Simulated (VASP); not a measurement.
# Cr (Pm-3m) in VASP: notebook

Runs on Cr. Level: revPBE. Tasks: single point.

Program: VASP 6.6.1. These are calculated values, not measurements. Logs are shortened: lines on timing, memory, paths and dates and some standing lists are left out, and cuts for length are marked.

## (1) The cell of the first run

Symmetry: Pm-3m, No. 221, cubic system. The conventional cell has a = 2.352 Å, b = 2.352 Å, c = 2.352 Å, α = 90.00°, β = 90.00°, γ = 90.00°. Cr (site symmetry m-3m) has 6 Cr at 2.35 Å within 3.1 Å.

## (2) Single point, revPBE

INCAR

```
  PREC = Accurate
  ENCUT = 520
  EDIFF = 1E-6
  ISMEAR = -1
  SIGMA = 0.1
  LREAL = False
  LASPH = True
  NELM = 100
  ALGO = Normal
  ISIF = 2
  LWAVE = False
  LCHARG = True
  GGA = RE
  LELF = True
  LVHAR = True
  NBANDS = 12
```

KPOINTS

```
regular mesh
0
Gamma
  15 15 15
```

POSCAR

```
Cr
1.0
    2.3522879563      0.0000000000      0.0000000000
    0.0000000000      2.3522879563      0.0000000000
    0.0000000000      0.0000000000      2.3522879563
Cr
1
Direct
    0.0000000000      0.0000000000      0.0000000000
```

Potentials or basis: VASP PAW PBE potentials, release 64 (Cr_pv).

The run is started by

```sh
> cat potpaw_PBE.64/Cr_pv/POTCAR > POTCAR
> mpirun -np 1 vasp_std > vasp.out
```

OUTCAR:

```text
PREC = Accurate
   ENCUT = 520
   EDIFF = 1E-6
   ISMEAR = -1
   LREAL = False
   LASPH = True
   NELM = 100
   ISIF = 2
   GGA = RE

 ion  position               nearest neighbor table
   1  0.000  0.000  0.000-

  LATTYP: Found a simple cubic cell.
 ALAT       =     2.3522879563

  Lattice vectors:

 A1 = (   2.3522879563,   0.0000000000,   0.0000000000)
 A2 = (   0.0000000000,   2.3522879563,   0.0000000000)
 A3 = (   0.0000000000,   0.0000000000,   2.3522879563)

Analysis of symmetry for initial positions (statically):
=====================================================================
 Subroutine PRICEL returns:
 Original cell was already a primitive cell.

 Routine SETGRP: Setting up the symmetry group for a
 simple cubic supercell.

 Subroutine GETGRP returns: Found 48 space group operations
 (whereof 48 operations were pure point group operations)
 out of a pool of 48 trial point group operations.

The static configuration has the point symmetry O_h .

Analysis of symmetry for dynamics (positions and initial velocities):
=====================================================================
 Subroutine PRICEL returns:
 Original cell was already a primitive cell.

 Routine SETGRP: Setting up the symmetry group for a
 simple cubic supercell.

 Subroutine GETGRP returns: Found 48 space group operations
 (whereof 48 operations were pure point group operations)
 out of a pool of 48 trial point group operations.

The dynamic configuration has the point symmetry O_h .

 Subroutine INISYM returns: Found 48 space group operations
 (whereof 48 operations are pure point group operations),
 and found     1 'primitive' translations

----------------------------------------------------------------------------------------

                                     Primitive cell

  volume of cell :      13.0158

  direct lattice vectors                    reciprocal lattice vectors
     2.352287956  0.000000000  0.000000000     0.425118021  0.000000000  0.000000000
     0.000000000  2.352287956  0.000000000     0.000000000  0.425118021  0.000000000
     0.000000000  0.000000000  2.352287956     0.000000000  0.000000000  0.425118021

  length of vectors
     2.352287956  2.352287956  2.352287956     0.425118021  0.425118021  0.425118021

  position of ions in fractional coordinates (direct lattice)
     0.000000000  0.000000000  0.000000000

  ion indices of the primitive-cell ions
   primitive index   ion index
                 1           1

----------------------------------------------------------------------------------------

 KPOINTS: regular mesh

Automatic generation of k-mesh.
 Grid dimensions read from file:
 generate k-points for:   15   15   15

 Generating k-lattice:

  Cartesian coordinates                     Fractional coordinates (reciprocal lattice)
     0.028341201  0.000000000  0.000000000     0.066666667  0.000000000  0.000000000
     0.000000000  0.028341201  0.000000000     0.000000000  0.066666667  0.000000000
     0.000000000  0.000000000  0.028341201     0.000000000  0.000000000  0.066666667

  Length of vectors
     0.028341201  0.028341201  0.028341201

  Shift w.r.t. Gamma in fractional coordinates (k-lattice)
     0.000000000  0.000000000  0.000000000

 Subroutine IBZKPT returns following result:
 ===========================================

 Found    120 irreducible k-points:

 Following reciprocal coordinates:
            Coordinates               Weight
  0.000000  0.000000  0.000000      1.000000
  0.066667  0.000000  0.000000      6.000000
  0.133333  0.000000  0.000000      6.000000
  0.200000  0.000000  0.000000      6.000000
  0.266667  0.000000  0.000000      6.000000
  0.333333  0.000000  0.000000      6.000000
[... 16 lines left out ...]
  0.266667  0.200000  0.000000     24.000000
  0.333333  0.200000  0.000000     24.000000
 [... further k-points ...]
   k-points           NKPTS =    120   k-points in BZ     NKDIM =    120   number of bands    NBANDS=     12
   number of dos      NEDOS =    301   number of ions     NIONS =      1
   total plane-waves  NPLWV =   5832
   dimension x,y,z NGX =    18 NGY =   18 NGZ =   18
   dimension x,y,z NGXF=    36 NGYF=   36 NGZF=   36
   ions per type =               1
   NGX,Y,Z   is equivalent  to a cutoff of  12.72, 12.72, 12.72 a.u.
   NGXF,Y,Z  is equivalent  to a cutoff of  25.44, 25.44, 25.44 a.u.
 SYSTEM =  unknown system
   PREC   = accura    normal or accurate (medium, high low for compatibility)
   ISTART =      0    job   : 0-new  1-cont  2-samecut
   ICHARG =      2    charge: 1-file 2-atom 10-const
   ISPIN  =      1    spin polarized calculation?
   LNONCOLLINEAR =      F non collinear calculations
   LSORBIT =      F    spin-orbit coupling
   LASPH  =      T    aspherical Exc in radial PAW
   ENCUT  =  520.0 eV  38.22 Ry    6.18 a.u.   4.37  4.37  4.37*2*pi/ulx,y,z
   NELM   =    100;   NELMIN=  2; NELMDL= -5     # of ELM steps
   EDIFF  = 0.1E-05   stopping-criterion for ELM
   LREAL  =      F    real-space projection
   EDIFFG = 0.1E-04   stopping-criterion for IOM
   NSW    =      0    number of steps for IOM
   IBRION =     -1    ionic relax: 0-MD 1-quasi-New 2-CG
   NFREE  =      0    steps in history (QN), initial steepest desc. (CG)
   ISIF   =      2    stress and relaxation
   ISYM   =      2    0-nonsym 1-usesym 2-fastsym
   POTIM  = 0.5000    time-step for ionic-motion
   TEBEG  =    0.0;   TEEND  =   0.0 temperature during run
   PSTRESS=    0.0 pullay stress
   NELECT =      12.0000    total number of electrons
   NUPDOWN=      -1.0000    fix difference up-down
   EMIN   =  10.00;   EMAX   =-10.00  energy-range for DOS
   EFERMI =   0.00;   METHOD = LEGACY
   ISMEAR =    -1;   SIGMA  =   0.10  broadening in eV -4-tet -1-fermi 0-gaus
   EFERMI_NEDOS =   21; number of points for ismear=-14 and -15
   IALGO  =     38    algorithm
   IMIX   =      4    mixing-type and parameters
     AMIX     =   0.40;   BMIX     =  1.00
     AMIX_MAG =   1.60;   BMIX_MAG =  1.00
  volume/ion in A,a.u.               =      13.02        87.84
  Fermi-wavevector in a.u.,A,eV,Ry     =   1.593351  3.010997 34.542023  2.538767
  Thomas-Fermi vector in A             =   2.691594
   LORBIT       =      0    0 simple, 1 ext, 2 COOP (PROOUT), +10 PAW based schemes
   GGA     = RE    functional components
   LHFCALC =     F    Hartree Fock is set to
   AEXX    =    0.0000 exact exchange contribution
   IVDW    =     0    specifies the selected vdW correction
   LEPSILON=     F    determine dielectric tensor
   LRPA    =     F    only Hartree local field effects (RPA)
 non-spin polarized calculation
  energy-cutoff  :      520.00
  volume of cell :       13.02
 maximum number of plane-waves:       365
 NGX is ok and might be reduce to    18
   NGX =  9   NGY =  9   NGZ =  9

 number of electron      12.0000013 magnetization

 Free energy of the ion-electron system (eV)
  ---------------------------------------------------
  ext. energy  EPLUGINS =         0.00000000
  ---------------------------------------------------
  free energy    TOTEN  =        -8.10876767 eV

  energy without entropy =       -8.05764600  energy(sigma->0) =       -8.08320683

 E-fermi :   9.5158     XC(G=0): -12.7805

 val. band max:        9.5156939409   @ k =   0.3333   0.2667   0.2000
 cond. band min:       9.5189953767   @ k =   0.4667   0.2667   0.0667
 fundamental gap:      0.0033014359
 Fermi energy:         9.5157877552

 k-point     1 :       0.0000    0.0000    0.0000
  band No.  band energies     occupation
      1     -33.0662      2.00000
      2     -33.0662      2.00000
      3     -33.0662      2.00000
      4       2.2337      2.00000
      5       6.4219      2.00000
      6       6.4219      2.00000
      7      11.9465      0.00000
      8      11.9465      0.00000
      9      11.9465      0.00000
     10      17.0859      0.00000
     11      28.9338      0.00000
     12      28.9338      0.00000

 k-point     2 :       0.0667    0.0000    0.0000
  band No.  band energies     occupation
      1     -33.1101      2.00000
      2     -33.0625      2.00000
      3     -33.0625      2.00000
      4       2.3739      2.00000
      5       6.4520      2.00000
      6       6.5216      2.00000
      7      11.8512      0.00000
      8      11.8512      0.00000
      9      11.9538      0.00000
     10      17.0858      0.00000
     11      27.6339      0.00000
     12      29.1462      0.00000

 k-point     3 :       0.1333    0.0000    0.0000
  band No.  band energies     occupation
      1     -33.2334      2.00000
      2     -33.0519      2.00000
      3     -33.0519      2.00000
      4       2.7795      2.00000
      5       6.5379      2.00000
      6       6.8100      2.00000
      7      11.5897      0.00000
      8      11.5897      0.00000
      9      11.9745      0.00000
     10      17.0855      0.00000
     11      25.2846      0.00000
     12      29.7597      0.00000
[... 286 lines left out ...]
 k-point    23 :       0.2667    0.2000    0.0000
  band No.  band energies     occupation
      1     -33.5751      2.00000
      2     -33.3524      2.00000
      3     -32.9895      2.00000
      4       5.0816      2.00000
      5       7.2856      2.00000
      6       8.3311      1.99999
      7      10.3849      0.00034
      8      10.9220      0.00000
      9      11.3946      0.00000
     10      17.0845      0.00000
     11      21.5315      0.00000
     12      25.1835      0.00000

 k-point    24 :       0.3333    0.2000    0.0000
  band No.  band energies     occupation
      1     -33.7612      2.00000
      2     -33.3318      2.00000
      3     -32.9727      2.00000
      4       5.7345      2.00000
      5       7.3680      2.00000
      6       8.5648      1.99985
      7      10.5891      0.00004
      8      10.6956      0.00002
      9      11.4380      0.00000
     10      17.0828      0.00000
     11      19.5592      0.00000
     12      26.0191      0.00000

 [... further k-points ...]
[... 5 lines left out ...]
  --------------------------------------------------------------------------------------
  -------------------------------------------------------------------------------------
  Total        0.0426389      0.0426389      0.0426389      0.0000000     -0.0000000      0.0000000
  in kB        5.2486147      5.2486147      5.2486147      0.0000000     -0.0000000      0.0000000
  external PRESSURE =       5.2486147 kB  Pullay stress =       0.0000000 kB

 VOLUME and BASIS-vectors are now :
 -----------------------------------------------------------------------------
  energy-cutoff  :      520.00
  volume of cell :       13.02
      direct lattice vectors                 reciprocal lattice vectors
     2.352287956  0.000000000  0.000000000     0.425118021  0.000000000  0.000000000
     0.000000000  2.352287956  0.000000000     0.000000000  0.425118021  0.000000000
     0.000000000  0.000000000  2.352287956     0.000000000  0.000000000  0.425118021

 POSITION                                       TOTAL-FORCE (eV/Angst)
 -----------------------------------------------------------------------------------
      0.00000      0.00000      0.00000         0.000000      0.000000      0.000000
 -----------------------------------------------------------------------------------
    total drift:                               -0.000000      0.000000      0.000000

  FREE ENERGIE OF THE ION-ELECTRON SYSTEM (eV)
  ---------------------------------------------------
  free  energy   TOTEN  =        -8.1087676700 eV

  energy  without entropy=       -8.0576459965  energy(sigma->0) =       -8.08320683
```

Run time: 11 s. Hardware: 1 thread of Intel Xeon Platinum 8259CL at 2.50GHz (Skylake/Cascade Lake), shared host; peak memory 0.13 GiB.

What came out:

| Property | Result |
| --- | --- |
| Free energy | -8.1088 eV |
| Pressure | 0.5 GPa |
| Band gap on the k mesh | zero (band 6 reaches 10.53 eV, above the bottom of band 7 at 8.85 eV) |

Caveat: the PAW data sets were made with another functional, which shifts forces and pressure a little; the run has no spin polarisation, though such a crystal can be magnetic.

## (3) Single point, revPBE (volume scaled by 1.04)

INCAR

```
ALGO     = Normal         # electronic algorithm
EDIFF    = 1E-6           # SCF threshold, eV
ENCUT    = 520            # plane-wave cutoff, eV
GGA      = RE             # functional
ISIF     = 2              # what is computed and relaxed
ISMEAR   = -1             # smearing method
LASPH    = T              # aspherical terms in the spheres
LCHARG   = F              # write CHGCAR
LREAL    = F              # projectors in reciprocal space
LWAVE    = F              # write WAVECAR
NBANDS   = 12             # bands
NELM     = 100            # most SCF steps
PREC     = Accurate       # precision mode
SIGMA    = 0.1            # smearing width, eV
```

KPOINTS

```
k-points
0
Gamma
  15 15 15
```

POSCAR

```
Cr
1.0
    2.3832426634      0.0000000000      0.0000000000
    0.0000000000      2.3832426634      0.0000000000
    0.0000000000      0.0000000000      2.3832426634
Cr
1
Direct
    0.0000000000      0.0000000000      0.0000000000
```

Potentials or basis: VASP PAW PBE potentials, release 64 (Cr_pv).

The run is started by

```sh
> cat potpaw_PBE.64/Cr_pv/POTCAR > POTCAR
> mpirun -np 1 vasp_std > vasp.out
```

OUTCAR:

```text
EDIFF = 1E-6
   ENCUT = 520
   GGA = RE
   ISIF = 2
   ISMEAR = -1
   LASPH = T
   LREAL = F
   NELM = 100
   PREC = Accurate

 ion  position               nearest neighbor table
   1  0.000  0.000  0.000-

  LATTYP: Found a simple cubic cell.
 ALAT       =     2.3832426634

  Lattice vectors:

 A1 = (   2.3832426634,   0.0000000000,   0.0000000000)
 A2 = (   0.0000000000,   2.3832426634,   0.0000000000)
 A3 = (   0.0000000000,   0.0000000000,   2.3832426634)

Analysis of symmetry for initial positions (statically):
=====================================================================
 Subroutine PRICEL returns:
 Original cell was already a primitive cell.

 Routine SETGRP: Setting up the symmetry group for a
 simple cubic supercell.

 Subroutine GETGRP returns: Found 48 space group operations
 (whereof 48 operations were pure point group operations)
 out of a pool of 48 trial point group operations.

The static configuration has the point symmetry O_h .

Analysis of symmetry for dynamics (positions and initial velocities):
=====================================================================
 Subroutine PRICEL returns:
 Original cell was already a primitive cell.

[... 157 lines left out ...]
 fundamental gap:      0.0093090965
 Fermi energy:         9.0169648453

 k-point     1 :       0.0000    0.0000    0.0000
  band No.  band energies     occupation
      1     -33.6125      2.00000
      2     -33.6125      2.00000
      3     -33.6125      2.00000
      4       1.8846      2.00000
      5       6.0781      2.00000
      6       6.0781      2.00000
      7      11.3234      0.00000
      8      11.3234      0.00000
      9      11.3234      0.00000
     10      16.5589      0.00000
     11      27.9536      0.00000
     12      27.9536      0.00000
[... 331 lines left out ...]
 k-point    24 :       0.3333    0.2000    0.0000
  band No.  band energies     occupation
      1     -34.2305      2.00000
      2     -33.8489      2.00000
      3     -33.5298      2.00000
      4       5.3284      2.00000
      5       6.9720      2.00000
      6       8.0971      1.99980
      7      10.0444      0.00007
      8      10.1256      0.00003
      9      10.8445      0.00000
     10      16.5554      0.00000
     11      18.7037      0.00000
     12      25.0682      0.00000

 [... further k-points ...]
[... 5 lines left out ...]
  --------------------------------------------------------------------------------------
  -------------------------------------------------------------------------------------
  Total       -0.5136471     -0.5136471     -0.5136471     -0.0000000      0.0000000      0.0000000
  in kB      -60.7953857    -60.7953857    -60.7953857     -0.0000000      0.0000000      0.0000000
  external PRESSURE =     -60.7953857 kB  Pullay stress =       0.0000000 kB

 VOLUME and BASIS-vectors are now :
 -----------------------------------------------------------------------------
  energy-cutoff  :      520.00
  volume of cell :       13.54
      direct lattice vectors                 reciprocal lattice vectors
     2.383242663  0.000000000  0.000000000     0.419596382  0.000000000  0.000000000
     0.000000000  2.383242663  0.000000000     0.000000000  0.419596382  0.000000000
     0.000000000  0.000000000  2.383242663     0.000000000  0.000000000  0.419596382

 POSITION                                       TOTAL-FORCE (eV/Angst)
 -----------------------------------------------------------------------------------
      0.00000      0.00000      0.00000         0.000000      0.000000      0.000000
 -----------------------------------------------------------------------------------
    total drift:                                0.000000      0.000000      0.000000

  FREE ENERGIE OF THE ION-ELECTRON SYSTEM (eV)
  ---------------------------------------------------
  free  energy   TOTEN  =        -8.0996352952 eV

  energy  without entropy=       -8.0475854799  energy(sigma->0) =       -8.07361039
```

OSZICAR:

```text
N       E                     dE             d eps       ncg     rms          rms(c)
DAV:   1     0.852252600481E+02    0.85225E+02   -0.71667E+03  2888   0.116E+03
DAV:   2    -0.778861351169E+01   -0.93014E+02   -0.89319E+02  2936   0.296E+02
DAV:   3    -0.918913076574E+01   -0.14005E+01   -0.13894E+01  3160   0.442E+01
DAV:   4    -0.919750072126E+01   -0.83700E-02   -0.83696E-02  3148   0.344E+00
DAV:   5    -0.919761886707E+01   -0.11815E-03   -0.11814E-03  3172   0.376E-01    0.976E+00
DAV:   6    -0.811414038406E+01    0.10835E+01   -0.39860E+00  3024   0.295E+01    0.182E+00
DAV:   7    -0.810166986880E+01    0.12471E-01   -0.76627E-02  3008   0.411E+00    0.103E+00
DAV:   8    -0.809978088802E+01    0.18890E-02   -0.51999E-03  3104   0.816E-01    0.125E-01
DAV:   9    -0.809965694776E+01    0.12394E-03   -0.59084E-04  3028   0.340E-01    0.396E-02
DAV:  10    -0.809963620183E+01    0.20746E-04   -0.19206E-05  3160   0.609E-02    0.309E-03
DAV:  11    -0.809963529520E+01    0.90662E-06   -0.22143E-07  1848   0.643E-03
   1 F= -.80996353E+01 E0= -.80736104E+01  d E =-.520498E-01
```

It took 10 s on 1 thread of Intel Xeon Platinum 8259CL at 2.50GHz (Skylake/Cascade Lake), shared host; peak memory 0.13 GiB.

Results:

```yaml
Free_energy: -8.0996 eV
Pressure: -6.1 GPa
Band_gap_on_the_k_mesh: zero (band 6 reaches 9.99 eV, above the bottom of band 7 at 8.40 eV)
```

Levels at points of the mesh, in eV from the Fermi level:
```csv
k point,band 3,band 4,band 5,band 6,band 7,band 8,band 9,band 10
"(0.00, 0.00, 0.00)",-42.63,-7.13,-2.94,-2.94,2.31,2.31,2.31,7.54
```

Caveat: the PAW data sets were made with another functional, which shifts forces and pressure a little; the run has no spin polarisation, though such a crystal can be magnetic.

[end of part 1 of 2]
